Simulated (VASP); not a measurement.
# CO2 (Pa-3) in VASP: notebook

Runs on CO2. Level: PBE. Tasks: single point, relaxation of the atoms.

Everything below comes from runs of VASP 6.6.1. Logs are shortened: lines on timing, memory, paths and dates and some standing lists are left out, and cuts for length are marked.

### 1 The cell of the first run

It takes space group Pa-3 (No. 205, cubic). The conventional cell has a = 5.620 Å, b = 5.620 Å, c = 5.620 Å, α = 90.00°, β = 90.00°, γ = 90.00°. C (site symmetry -3) has 2 O at 1.17 Å within 1.6 Å. Within 1.6 Å of O (site symmetry 3) lie 1 C at 1.17 Å.

### 2 Single point, PBE

Input file INCAR:

```
PREC = Accurate ; ENCUT = 520
EDIFF = 1E-7 ; ISMEAR = -1
SIGMA = 0.02 ; LREAL = F
LASPH = T ; NELM = 80
ALGO = Normal ; ISIF = 2
LWAVE = F ; LCHARG = F
GGA = PE ; NBANDS = 44
```

Input file KPOINTS:

```
regular mesh
0
Gamma
  4 4 4
```

Input file POSCAR:

```
CO2
1.0
    5.6200000000      0.0000000000      0.0000000000
    0.0000000000      5.6200000000      0.0000000000
    0.0000000000      0.0000000000      5.6200000000
C O
4 8
Direct
    0.0000000000      0.0000000000      0.0000000000
    0.5000000000      0.0000000000      0.5000000000
    0.5000000000      0.5000000000      0.0000000000
    0.0000000000      0.5000000000      0.5000000000
    0.1200165072      0.1200165072      0.1200165072
    0.3799834928      0.8799834928      0.6200165072
    0.6200165072      0.3799834928      0.8799834928
    0.8799834928      0.6200165072      0.3799834928
    0.8799834928      0.8799834928      0.8799834928
    0.6200165072      0.1200165072      0.3799834928
    0.3799834928      0.6200165072      0.1200165072
    0.1200165072      0.3799834928      0.6200165072
```

Potentials or basis: VASP PAW PBE potentials, release 64 (C, O).

On the command line:

```console
$ cat potpaw_PBE.64/C/POTCAR potpaw_PBE.64/O/POTCAR > POTCAR
$ mpirun -np 1 vasp_std > vasp.out
```

OUTCAR:

```text
PREC = Accurate
   ENCUT = 520
   EDIFF = 1E-7
   ISMEAR = -1
   LREAL = F
   LASPH = T
   NELM = 80
   ISIF = 2
   GGA = PE

 ion  position               nearest neighbor table
   1  0.000  0.000  0.000-   5 1.17   9 1.17
   2  0.500  0.000  0.500-   6 1.17  10 1.17
   3  0.500  0.500  0.000-   7 1.17  11 1.17
   4  0.000  0.500  0.500-   8 1.17  12 1.17
   5  0.120  0.120  0.120-   1 1.17
   6  0.380  0.880  0.620-   2 1.17
   7  0.620  0.380  0.880-   3 1.17
   8  0.880  0.620  0.380-   4 1.17
   9  0.880  0.880  0.880-   1 1.17
  10  0.620  0.120  0.380-   2 1.17
  11  0.380  0.620  0.120-   3 1.17
  12  0.120  0.380  0.620-   4 1.17

  LATTYP: Found a simple cubic cell.
 ALAT       =     5.6200000000

  Lattice vectors:

 A1 = (   5.6200000000,   0.0000000000,   0.0000000000)
 A2 = (   0.0000000000,   5.6200000000,   0.0000000000)
 A3 = (   0.0000000000,   0.0000000000,   5.6200000000)

Analysis of symmetry for initial positions (statically):
=====================================================================
 Subroutine PRICEL returns:
 Original cell was already a primitive cell.

 Routine SETGRP: Setting up the symmetry group for a
 simple cubic supercell.

 Subroutine GETGRP returns: Found 24 space group operations
 (whereof  6 operations were pure point group operations)
 out of a pool of 48 trial point group operations.

The static configuration has the point symmetry S_6 .
 The point group associated with its full space group is T_h .

Analysis of symmetry for dynamics (positions and initial velocities):
=====================================================================
 Subroutine PRICEL returns:
 Original cell was already a primitive cell.

 Routine SETGRP: Setting up the symmetry group for a
 simple cubic supercell.

 Subroutine GETGRP returns: Found 24 space group operations
 (whereof  6 operations were pure point group operations)
 out of a pool of 48 trial point group operations.

The dynamic configuration has the point symmetry S_6 .
 The point group associated with its full space group is T_h .

 Subroutine INISYM returns: Found 24 space group operations
 (whereof  6 operations are pure point group operations),
 and found     1 'primitive' translations

----------------------------------------------------------------------------------------

                                     Primitive cell

  volume of cell :     177.5043

  direct lattice vectors                    reciprocal lattice vectors
     5.620000000  0.000000000  0.000000000     0.177935943  0.000000000  0.000000000
     0.000000000  5.620000000  0.000000000     0.000000000  0.177935943  0.000000000
     0.000000000  0.000000000  5.620000000     0.000000000  0.000000000  0.177935943

  length of vectors
     5.620000000  5.620000000  5.620000000     0.177935943  0.177935943  0.177935943

  position of ions in fractional coordinates (direct lattice)
     0.000000000  0.000000000  0.000000000
     0.500000000  0.000000000  0.500000000
     0.500000000  0.500000000  0.000000000
     0.000000000  0.500000000  0.500000000
     0.120016507  0.120016507  0.120016507
     0.379983493  0.879983493  0.620016507
     0.620016507  0.379983493  0.879983493
     0.879983493  0.620016507  0.379983493
     0.879983493  0.879983493  0.879983493
     0.620016507  0.120016507  0.379983493
     0.379983493  0.620016507  0.120016507
     0.120016507  0.379983493  0.620016507

  ion indices of the primitive-cell ions
   primitive index   ion index
                 1           1
                 2           2
                 3           3
                 4           4
                 5           5
                 6           6
                 7           7
                 8           8
                 9           9
                10          10
                11          11
                12          12

----------------------------------------------------------------------------------------

 KPOINTS: regular mesh

Automatic generation of k-mesh.
 Grid dimensions read from file:
 generate k-points for:    4    4    4

 Generating k-lattice:

  Cartesian coordinates                     Fractional coordinates (reciprocal lattice)
     0.044483986  0.000000000  0.000000000     0.250000000  0.000000000  0.000000000
     0.000000000  0.044483986  0.000000000     0.000000000  0.250000000  0.000000000
     0.000000000  0.000000000  0.044483986     0.000000000  0.000000000  0.250000000

  Length of vectors
     0.044483986  0.044483986  0.044483986

  Shift w.r.t. Gamma in fractional coordinates (k-lattice)
     0.000000000  0.000000000  0.000000000

 Subroutine IBZKPT returns following result:
 ===========================================

 Found     11 irreducible k-points:

 Following reciprocal coordinates:
            Coordinates               Weight
  0.000000  0.000000  0.000000      1.000000
  0.250000  0.000000  0.000000      6.000000
  0.500000  0.000000  0.000000      3.000000
  0.250000  0.250000  0.000000     12.000000
  0.500000  0.250000  0.000000      6.000000
 -0.250000  0.500000  0.000000      6.000000
  0.500000  0.500000  0.000000      3.000000
  0.250000  0.250000  0.250000      8.000000
  0.500000  0.250000  0.250000     12.000000
  0.500000  0.500000  0.250000      6.000000
  0.500000  0.500000  0.500000      1.000000
   k-points           NKPTS =     11   k-points in BZ     NKDIM =     11   number of bands    NBANDS=     44
   number of dos      NEDOS =    301   number of ions     NIONS =     12
   total plane-waves  NPLWV =  74088
   dimension x,y,z NGX =    42 NGY =   42 NGZ =   42
   dimension x,y,z NGXF=    84 NGYF=   84 NGZF=   84
   ions per type =               4   8
   NGX,Y,Z   is equivalent  to a cutoff of  12.42, 12.42, 12.42 a.u.
   NGXF,Y,Z  is equivalent  to a cutoff of  24.85, 24.85, 24.85 a.u.
 SYSTEM =  unknown system
   PREC   = accura    normal or accurate (medium, high low for compatibility)
   ISTART =      0    job   : 0-new  1-cont  2-samecut
   ICHARG =      2    charge: 1-file 2-atom 10-const
   ISPIN  =      1    spin polarized calculation?
   LNONCOLLINEAR =      F non collinear calculations
   LSORBIT =      F    spin-orbit coupling
   LASPH  =      T    aspherical Exc in radial PAW
   ENCUT  =  520.0 eV  38.22 Ry    6.18 a.u.  10.45 10.45 10.45*2*pi/ulx,y,z
   NELM   =     80;   NELMIN=  2; NELMDL= -5     # of ELM steps
   EDIFF  = 0.1E-06   stopping-criterion for ELM
   LREAL  =      F    real-space projection
   EDIFFG = 0.1E-05   stopping-criterion for IOM
   NSW    =      0    number of steps for IOM
   IBRION =     -1    ionic relax: 0-MD 1-quasi-New 2-CG
   NFREE  =      0    steps in history (QN), initial steepest desc. (CG)
   ISIF   =      2    stress and relaxation
   ISYM   =      2    0-nonsym 1-usesym 2-fastsym
   POTIM  = 0.5000    time-step for ionic-motion
   TEBEG  =    0.0;   TEEND  =   0.0 temperature during run
   PSTRESS=    0.0 pullay stress
   NELECT =      64.0000    total number of electrons
   NUPDOWN=      -1.0000    fix difference up-down
   EMIN   =  10.00;   EMAX   =-10.00  energy-range for DOS
   EFERMI =   0.00;   METHOD = LEGACY
   ISMEAR =    -1;   SIGMA  =   0.02  broadening in eV -4-tet -1-fermi 0-gaus
   EFERMI_NEDOS =   21; number of points for ismear=-14 and -15
   IALGO  =     38    algorithm
   IMIX   =      4    mixing-type and parameters
     AMIX     =   0.40;   BMIX     =  1.00
     AMIX_MAG =   1.60;   BMIX_MAG =  1.00
  volume/ion in A,a.u.               =      14.79        99.82
  Fermi-wavevector in a.u.,A,eV,Ry     =   1.165195  2.201899 18.472341  1.357679
  Thomas-Fermi vector in A             =   2.301723
   LORBIT       =      0    0 simple, 1 ext, 2 COOP (PROOUT), +10 PAW based schemes
   GGA     = PE    functional components
   LHFCALC =     F    Hartree Fock is set to
   AEXX    =    0.0000 exact exchange contribution
   IVDW    =     0    specifies the selected vdW correction
   LEPSILON=     F    determine dielectric tensor
   LRPA    =     F    only Hartree local field effects (RPA)
 non-spin polarized calculation
  energy-cutoff  :      520.00
  volume of cell :      177.50
 maximum number of plane-waves:      4801
 NGX is ok and might be reduce to    42
   NGX = 21   NGY = 21   NGZ = 21

 number of electron      63.9999950 magnetization

 Free energy of the ion-electron system (eV)
  ---------------------------------------------------
  ext. energy  EPLUGINS =         0.00000000
  ---------------------------------------------------
  free energy    TOTEN  =       -92.12747806 eV

  energy without entropy =      -92.12747806  energy(sigma->0) =      -92.12747806

 E-fermi :  -3.1818     XC(G=0):  -7.8446

 val. band max:       -3.6667016962   @ k =   0.0000   0.0000   0.0000
 cond. band min:       3.1048435594   @ k =   0.0000   0.0000   0.0000
 fundamental gap:      6.7715452556
 Fermi energy:        -3.1818324447

 k-point     1 :       0.0000    0.0000    0.0000
  band No.  band energies     occupation
      1     -24.2590      2.00000
      2     -24.0542      2.00000
      3     -24.0542      2.00000
      4     -24.0542      2.00000
      5     -23.1226      2.00000
      6     -23.1226      2.00000
[... 36 lines left out ...]
     43       7.1614      0.00000
     44       7.1614      0.00000

 k-point     2 :       0.2500    0.0000    0.0000
  band No.  band energies     occupation
      1     -24.2308      2.00000
      2     -24.0861      2.00000
      3     -24.0540      2.00000
      4     -24.0540      2.00000
      5     -23.1211      2.00000
      6     -23.1210      2.00000
[... 36 lines left out ...]
     43       7.4337      0.00000
     44       7.4430      0.00000

 k-point     3 :       0.5000    0.0000    0.0000
  band No.  band energies     occupation
      1     -24.1602      2.00000
      2     -24.1602      2.00000
      3     -24.0536      2.00000
      4     -24.0536      2.00000
      5     -23.1195      2.00000
      6     -23.1195      2.00000
[... 36 lines left out ...]
     43       7.7838      0.00000
     44       7.7838      0.00000

 k-point     4 :       0.2500    0.2500    0.0000
  band No.  band energies     occupation
      1     -24.2060      2.00000
      2     -24.0811      2.00000
      3     -24.0810      2.00000
      4     -24.0583      2.00000
      5     -23.1198      2.00000
      6     -23.1150      2.00000
[... 271 lines left out ...]
     43       6.8150      0.00000
     44       6.8150      0.00000

 k-point    10 :       0.5000    0.5000    0.2500
  band No.  band energies     occupation
      1     -24.1058      2.00000
      2     -24.1058      2.00000
      3     -24.1058      2.00000
      4     -24.1058      2.00000
      5     -23.1097      2.00000
      6     -23.1097      2.00000
[... 36 lines left out ...]
     43       5.9899      0.00000
     44       5.9899      0.00000

 k-point    11 :       0.5000    0.5000    0.5000
  band No.  band energies     occupation
      1     -24.1049      2.00000
      2     -24.1049      2.00000
      3     -24.1049      2.00000
      4     -24.1049      2.00000
      5     -23.1109      2.00000
      6     -23.1109      2.00000
[... 36 lines left out ...]
     43       5.9829      0.00000
     44       5.9829      0.00000

------------------------ aborting loop because EDIFF is reached ----------------------------------------

  FORCE on cell =-STRESS in cart. coord.  units (eV):
  Direction    XX          YY          ZZ          XY          YZ          ZX
  --------------------------------------------------------------------------------------
  -------------------------------------------------------------------------------------
  Total        3.1910466      3.1910466      3.1910466      0.0000000     -0.0000000     -0.0000000
  in kB       28.8028048     28.8028048     28.8028048      0.0000000     -0.0000000     -0.0000000
  external PRESSURE =      28.8028048 kB  Pullay stress =       0.0000000 kB

 VOLUME and BASIS-vectors are now :
 -----------------------------------------------------------------------------
  energy-cutoff  :      520.00
  volume of cell :      177.50
      direct lattice vectors                 reciprocal lattice vectors
     5.620000000  0.000000000  0.000000000     0.177935943  0.000000000  0.000000000
     0.000000000  5.620000000  0.000000000     0.000000000  0.177935943  0.000000000
     0.000000000  0.000000000  5.620000000     0.000000000  0.000000000  0.177935943

 POSITION                                       TOTAL-FORCE (eV/Angst)
 -----------------------------------------------------------------------------------
      0.00000      0.00000      0.00000        -0.000000      0.000000      0.000000
      2.81000      0.00000      2.81000        -0.000000      0.000000      0.000000
      2.81000      2.81000      0.00000        -0.000000      0.000000      0.000000
      0.00000      2.81000      2.81000        -0.000000      0.000000      0.000000
      0.67449      0.67449      0.67449         0.377014      0.377014      0.377014
      2.13551      4.94551      3.48449        -0.377014     -0.377014      0.377014
      3.48449      2.13551      4.94551         0.377014     -0.377014     -0.377014
      4.94551      3.48449      2.13551        -0.377014      0.377014     -0.377014
      4.94551      4.94551      4.94551        -0.377014     -0.377014     -0.377014
      3.48449      0.67449      2.13551         0.377014      0.377014     -0.377014
      2.13551      3.48449      0.67449        -0.377014      0.377014      0.377014
      0.67449      2.13551      3.48449         0.377014     -0.377014      0.377014
 -----------------------------------------------------------------------------------
    total drift:                                0.000000      0.000000     -0.000000

  FREE ENERGIE OF THE ION-ELECTRON SYSTEM (eV)
  ---------------------------------------------------
  free  energy   TOTEN  =       -92.1274780600 eV

  energy  without entropy=      -92.1274780600  energy(sigma->0) =      -92.12747806
```

Run time: 1.7 min. Hardware: 1 thread of Intel Xeon Platinum 8259CL at 2.50GHz (Skylake/Cascade Lake), shared host; peak memory 0.27 GiB.

What came out:

| Item | Value |
| --- | --- |
| Free energy | -92.1275 eV |
| Pressure | 2.9 GPa |
| Largest force | 0.653 eV/Å |
| Band gap on the k mesh | 6.77 eV |

Forces in eV/Å, atoms in the order of the input:
```
C    0.000  0.000  0.000
C    0.000  0.000  0.000
C    0.000  0.000  0.000
C    0.000  0.000  0.000
O    0.377  0.377  0.377
O   -0.377 -0.377  0.377
O    0.377 -0.377 -0.377
O   -0.377  0.377 -0.377
O   -0.377 -0.377 -0.377
O    0.377  0.377 -0.377
O   -0.377  0.377  0.377
O    0.377 -0.377  0.377
```

Levels at points of the mesh, in eV from the valence-band top:
| k point | band 29 | band 30 | band 31 | band 32 | band 33 | band 34 | band 35 | band 36 |
| --- | --- | --- | --- | --- | --- | --- | --- | --- |
| (0.00, 0.00, 0.00) | -0.19 | -0.19 | 0.00 | 0.00 | 6.77 | 8.02 | 8.02 | 8.02 |
| (0.50, 0.00, 0.00) | -0.29 | -0.29 | -0.07 | -0.07 | 7.96 | 7.96 | 8.15 | 8.15 |
| (0.50, 0.50, 0.00) | -0.27 | -0.27 | -0.27 | -0.27 | 7.95 | 7.95 | 7.95 | 7.95 |
| (0.50, 0.50, 0.50) | -0.31 | -0.31 | -0.31 | -0.31 | 7.96 | 7.96 | 7.96 | 7.96 |

Caveat: this functional lacks dispersion, which holds the molecules together, so the pressure and a relaxed volume are unreliable.

### 3 Relaxation of the atoms, PBE

Input file INCAR:

```
PREC     = Accurate       # precision mode
ENCUT    = 520            # plane-wave cutoff, eV
EDIFF    = 1E-6           # SCF threshold, eV
ISMEAR   = -1             # smearing method
SIGMA    = 0.02           # smearing width, eV
LREAL    = False          # projectors in reciprocal space
LASPH    = True           # aspherical terms in the spheres
NELM     = 80             # most SCF steps
ALGO     = Normal         # electronic algorithm
ISIF     = 2              # what is computed and relaxed
LWAVE    = False          # write WAVECAR
LCHARG   = False          # write CHGCAR
GGA      = PE             # functional
IBRION   = 2              # ionic algorithm
NSW      = 80             # ionic steps
EDIFFG   = -0.02          # ionic threshold
```

KPOINTS is that of step 2.

Input file POSCAR:

```
CO2
1.0
    5.6200000000      0.0000000000      0.0000000000
    0.0000000000      5.6200000000      0.0000000000
    0.0000000000      0.0000000000      5.6200000000
C O
4 8
Direct
    0.0000000000      0.0000000000      0.0000000000
    0.5000000000      0.0000000000      0.5000000000
    0.5000000000      0.5000000000      0.0000000000
    0.0000000000      0.5000000000      0.5000000000
    0.1670000000      0.1670000000      0.1670000000
    0.3330000000      0.8330000000      0.6670000000
    0.6670000000      0.3330000000      0.8330000000
    0.8330000000      0.6670000000      0.3330000000
    0.8330000000      0.8330000000      0.8330000000
    0.6670000000      0.1670000000      0.3330000000
    0.3330000000      0.6670000000      0.1670000000
    0.1670000000      0.3330000000      0.6670000000
```

Potentials or basis: VASP PAW PBE potentials, release 64 (C, O).

On the command line:

```console
$ cat potpaw_PBE.64/C/POTCAR potpaw_PBE.64/O/POTCAR > POTCAR
$ mpirun -np 1 vasp_std > vasp.out
```

Wall time 2.8 min (1 thread of Intel Xeon Platinum 8488C (Sapphire Rapids), shared host); peak memory 0.28 GiB.

Results (log left out):

| Item | Value |
| --- | --- |
| Free energy | -92.1434 eV |
| Energy gained by relaxing | 2685.8 meV/atom |
| Ionic steps | 4 |
| Pressure after relaxing | 1.0 GPa |
| Largest force after relaxing | 0.020 eV/Å |
| Band gap on the k mesh | 6.71 eV |

Forces on the atoms (eV/Å):
```
C    0.000  0.000  0.000
C    0.000  0.000  0.000
C    0.000  0.000  0.000
C    0.000  0.000  0.000
O   -0.012 -0.012 -0.012
O    0.012  0.012 -0.012
O   -0.012  0.012  0.012
O    0.012 -0.012  0.012
O    0.012  0.012  0.012
O   -0.012 -0.012  0.012
O    0.012 -0.012 -0.012
O   -0.012  0.012 -0.012
```

Step by step:
```csv
step,energy change (eV),largest force (eV/Å),pressure (GPa)
1,0.0000,9.8849,-37.65
2,-31.9391,2.9124,8.96
3,-32.1964,0.9067,-1.44
4,-32.2296,0.0200,1.03
```

Final structure:
```
CELL_PARAMETERS angstrom
5.62000 0.00000 0.00000
0.00000 5.62000 0.00000
0.00000 0.00000 5.62000
ATOMIC_POSITIONS crystal
C 0.00000 0.00000 0.00000
C 0.50000 0.00000 0.50000
C 0.50000 0.50000 0.00000
C 0.00000 0.50000 0.50000
O 0.12067 0.12067 0.12067
O 0.37933 0.87933 0.62067
O 0.62067 0.37933 0.87933
O 0.87933 0.62067 0.37933
O 0.87933 0.87933 0.87933
O 0.62067 0.12067 0.37933
O 0.37933 0.62067 0.12067
O 0.12067 0.37933 0.62067
```

Levels at points of the mesh, in eV from the valence-band top:
| k point | band 28 | band 29 | band 30 | band 31 | band 32 | band 33 | band 34 | band 35 | band 36 | band 37 |
| --- | --- | --- | --- | --- | --- | --- | --- | --- | --- | --- |
| (0.00, 0.00, 0.00) | -0.19 | -0.19 | -0.19 | 0.00 | 0.00 | 6.71 | 7.90 | 7.90 | 7.90 | 8.16 |
| (0.50, 0.00, 0.00) | -0.36 | -0.30 | -0.30 | -0.07 | -0.07 | 7.84 | 7.84 | 8.06 | 8.06 | 8.32 |
| (0.50, 0.50, 0.00) | -0.32 | -0.27 | -0.27 | -0.27 | -0.27 | 7.84 | 7.84 | 7.84 | 7.84 | 8.51 |
| (0.50, 0.50, 0.50) | -0.33 | -0.31 | -0.31 | -0.31 | -0.31 | 7.84 | 7.84 | 7.84 | 7.84 | 8.73 |

Caveat: this functional lacks dispersion, which holds the molecules together, so the pressure and a relaxed volume are unreliable.
